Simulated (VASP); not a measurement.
Input of a VASP 6.6.1 run:

INCAR

```
PREC = Accurate
ENCUT = 520
EDIFF = 1E-6
ISMEAR = 0
SIGMA = 0.15
LREAL = False
LASPH = True
NELM = 100
ALGO = Fast
ISIF = 2
LWAVE = False
LCHARG = False
GGA = PE
NBANDS = 12
```

File KPOINTS:

```
regular mesh
0
Gamma
  14 14 14
```

The input POSCAR:

```
Ta
1.0
   -1.6778743679      1.6559134898      1.6583637137
    1.6698288105     -1.6481353178      1.6425399843
    1.6797309862      1.6499919361     -1.6505855416
Ta
1
Direct
    0.0000000000      0.0000000000      0.0000000000
```

Potentials or basis: VASP PAW PBE potentials, release 64 (Ta_pv).

Launch:

```sh
$ cat potpaw_PBE.64/Ta_pv/POTCAR > POTCAR
$ mpirun -np 1 vasp_std > vasp.out
```

**Question.** Estimate the pressure.

**Answer.** 0.2 GPa.

Stress tensor (GPa, compression positive):
```
-1.06 -0.10  0.43
-0.10  0.67 -0.43
 0.43 -0.43  0.86
```
